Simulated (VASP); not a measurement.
Si2B2C, 5 atoms in the cell. It takes space group P-6m2 (No. 187, hexagonal). The conventional cell has a = 2.902 Å, b = 2.902 Å, c = 6.562 Å, α = 90.00°, β = 90.00°, γ = 120.00°. Si (site symmetry 3m) has 6 B at 2.06 to 2.67 Å and 1 C at 2.08 Å and 1 Si at 2.41 Å within 2.7 Å. B (site symmetry -6m2) has 3 C at 1.68 Å within 2.2 Å. Within 2.7 Å of B (site symmetry -6m2) lie 6 Si at 2.06 Å. Within 2.2 Å of C (site symmetry -6m2) lie 3 B at 1.68 Å and 2 Si at 2.08 Å. 

```yaml
Program: VASP 6.6.1
Task: single point
Functional: PBE
Potentials_or_basis: VASP PAW PBE potentials, release 64 (Si, B, C)
Cutoff: 520 eV
k_mesh: 6 × 6 × 2
Occupations: gaussian, width 0.1 eV
Spin: no spin polarisation
Dipole_correction: no
Further_INCAR_settings: ALGO = Normal; EDIFF = 1e-07; NBANDS = 17
```

Potentials or basis: VASP PAW PBE potentials, release 64 (Si, B, C).

Run with:

```bash
$ cat potpaw_PBE.64/Si/POTCAR potpaw_PBE.64/B/POTCAR potpaw_PBE.64/C/POTCAR > POTCAR
$ mpirun -np 1 vasp_std > vasp.out
```

Hardware: 1 thread of Intel(R) Xeon(R) 6975P-C (Granite Rapids), on a shared host.

Question: Estimate the wall time of this run.

Answer: Wall time 6.8 s on 1 thread of Intel(R) Xeon(R) 6975P-C (Granite Rapids), on a shared host, peak memory 0.17 GiB. Counts: scf iterations 15, k points 14.
